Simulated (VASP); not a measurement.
Set up this calculation in VASP 6.6.1, as the native input.

```
Task                   : single point
Functional             : BLYP
Potentials or basis    : VASP PAW PBE potentials, release 64 (Pd)
Cutoff                 : 520 eV
k mesh                 : 14 × 14 × 8
Occupations            : fermi-dirac, width 0.1 eV
Spin                   : no spin polarisation
Dipole correction      : no
Further INCAR settings : ALGO = Normal; EDIFF = 1e-06; NBANDS = 17
```

The structure of Pd lies in POSCAR:

```
Pd
1.0
    2.7947178212      0.0000000000      0.0000000000
   -1.3973589106      2.4202966295      0.0000000000
    0.0000000000      0.0000000000      4.6711482617
Pd
2
Direct
    0.3333333333      0.6666666667      0.2500000000
    0.6666666667      0.3333333333      0.7500000000
```

This isn't the form of Pd at room conditions, which is fcc.

These files were run (other wordings do the same):

INCAR

```
SYSTEM = Pd
AGGAC    = 1.0          
AGGAX    = 1.0          
ALDAC    = 0.0          
ALDAX    = 1.0          
ALGO     = Normal         ! electronic algorithm
EDIFF    = 1E-6           ! SCF threshold, eV
ENCUT    = 520            ! plane-wave cutoff, eV
GGA      = B5             ! functional
ISIF     = 2              ! what is computed and relaxed
ISMEAR   = -1             ! smearing method
LASPH    = .True.         ! aspherical terms in the spheres
LCHARG   = .False.        ! write CHGCAR
LREAL    = .False.        ! projectors in reciprocal space
LWAVE    = .False.        ! write WAVECAR
NBANDS   = 17             ! bands
NELM     = 100            ! most SCF steps
PREC     = Accurate       ! precision mode
SIGMA    = 0.1            ! smearing width, eV
```

KPOINTS

```
k-points
0
Gamma
  14 14 8
  0 0 0
```

Potentials or basis: VASP PAW PBE potentials, release 64 (Pd).

Command:

```sh
$ cat potpaw_PBE.64/Pd/POTCAR > POTCAR
$ mpirun -np 1 vasp_std > vasp.out
```

It gave:

| Property | Result |
| --- | --- |
| Pressure | 6.3 GPa |
| Band gap on the k mesh | zero (bands 10 and 11 overlap by 0.84 eV) |

Caveat: the cell stands under pressure; the PAW data sets were made with another functional, which shifts forces and pressure a little.

Wall time 46 s on 1 thread of Intel(R) Xeon(R) Platinum 8259CL CPU @ 2.50GHz (Skylake/Cascade Lake), on a shared host, peak memory 0.19 GiB.
